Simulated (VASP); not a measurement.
Here is a VASP 6.6.1 calculation.

Contents of INCAR:

```
SYSTEM = GaSb
ALGO = Fast ; DIPOL = 0.5 0.5 0.500
EDIFF = 1E-6 ; ENCUT = 520
GGA = PS ; IDIPOL = 3
ISIF = 2 ; ISMEAR = 0
LASPH = .True. ; LCHARG = .False.
LDIPOL = .True. ; LREAL = Auto
LWAVE = .False. ; NBANDS = 96
NELM = 60 ; PREC = Accurate
SIGMA = 0.1
```

The input KPOINTS:

```
k-points
0
Gamma
  6 5 1
  0 0 0
```

Contents of POSCAR:

```
GaSb
1.0
    6.1112281945      0.0000000000      0.0000000000
   -3.0556140972      6.8325608344      0.0000000000
    0.0000000000      0.0000000000     26.6153534185
Sb Ga
9 9
Direct
    0.0427156696      0.7929114018      0.2852781380
    0.8122014848      0.0635712074      0.3293154399
    0.4650021353      0.4918317458      0.3826803932
    0.1961995653      0.8912844907      0.4390175967
    0.8785202730      0.2981107216      0.4850491182
    0.5986489714      0.6926787464      0.5417243786
    0.2814557814      0.1029451388      0.5878113892
    0.0128466957      0.5018331771      0.6457895251
    0.7058988945      0.9140191788      0.7008525278
    0.7950742934      0.4407221798      0.3239534958
    0.3674688375      0.8037256286      0.3553288650
    0.0771046306      0.1790780526      0.4115058575
    0.7755375331      0.5990281629      0.4596722746
    0.4956889651     -0.0090261587      0.5162510923
    0.1751215397      0.4016890138      0.5626386712
    0.8951681810      0.8063760158      0.6221957165
    0.5833384076      0.2103967786      0.6647873573
    0.4420081410      0.5188245180      0.6861481631
```

Potentials or basis: VASP PAW PBE potentials, release 64 (Sb, Ga_d).

Launch:

```sh
$ cat potpaw_PBE.64/Sb/POTCAR potpaw_PBE.64/Ga_d/POTCAR > POTCAR
$ mpirun -np 1 vasp_std > vasp.out
```

(1) Estimate the band gap on the k mesh.

(2) Predict the largest force.

## Answers

(1) zero (bands 81 and 82 overlap by 0.17 eV).

(2) 0.030 eV/Å.

Caveat: the PAW data sets were made with another functional, which shifts forces and pressure a little; spin-orbit coupling is left out, which moves the levels of the heavy elements.
